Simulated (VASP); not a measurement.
A run of VASP 6.6.1 is set up as follows.

The input INCAR:

```
PREC = Accurate
ENCUT = 520
EDIFF = 1E-6
ISMEAR = 1
SIGMA = 0.1
LREAL = F
LASPH = T
NELM = 100
ALGO = Normal
ISIF = 2
LWAVE = F
LCHARG = T
GGA = PS
LELF = T
LVHAR = T
NBANDS = 16
```

File KPOINTS:

```
Automatic mesh
0
Gamma
  10 10 10
```

POSCAR

```
CuS
1.0
    0.0000000000      2.5033021874      2.5033021874
    2.5033021874      0.0000000000      2.5033021874
    2.5033021874      2.5033021874      0.0000000000
Cu S
1 1
Direct
    0.0000000000      0.0000000000      0.0000000000
    0.5000000000      0.5000000000      0.5000000000
```

Potentials or basis: VASP PAW PBE potentials, release 64 (Cu, S).

Command:

```console
$ cat potpaw_PBE.64/Cu/POTCAR potpaw_PBE.64/S/POTCAR > POTCAR
$ mpirun -np 1 vasp_std > vasp.out
```

**Question.** Predict the pressure.

**Answer.** -11.5 GPa.

Caveat: the PAW data sets were made with another functional, which shifts forces and pressure a little.
